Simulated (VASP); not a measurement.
Here is a VASP 6.6.1 calculation.

INCAR

```
  PREC = Accurate
  ENCUT = 600
  EDIFF = 1E-6
  ISMEAR = -1
  SIGMA = 0.1
  LREAL = False
  LASPH = True
  NELM = 60
  ALGO = Normal
  ISIF = 3
  LWAVE = False
  LCHARG = False
  GGA = PS
  IBRION = 2
  NSW = 80
  EDIFFG = -0.01
```

KPOINTS

```
regular mesh
0
Gamma
  13 13 13
```

POSCAR

```
B
1.0
    0.0000000000      2.0683080914      2.0683080914
    2.0683080914      0.0000000000      2.0683080914
    2.0683080914      2.0683080914      0.0000000000
B
2
Direct
    0.1250000000      0.1250000000      0.1250000000
    0.8750000000      0.8750000000      0.8750000000
```

Potentials or basis: VASP PAW PBE potentials, release 64 (B).

Run with:

```bash
$ cat potpaw_PBE.64/B/POTCAR > POTCAR
$ mpirun -np 1 vasp_std > vasp.out
```

Task: What does it give for the band gap on the k mesh?

Result: Zero (band 3 reaches 7.93 eV, above the bottom of band 4 at 1.17 eV).

Task: Predict the space group after relaxing (to 0.05 Å).

Result: Fd-3m (No. 227).

Task: Predict the relaxed volume.

Result: 8.21 Å³/atom.

Final structure:
```
CELL_PARAMETERS angstrom
0.00000 2.01715 2.01715
2.01715 0.00000 2.01715
2.01715 2.01715 0.00000
ATOMIC_POSITIONS crystal
B 0.12500 0.12500 0.12500
B 0.87500 0.87500 0.87500
```

Caveat: the PAW data sets were made with another functional, which shifts forces and pressure a little.
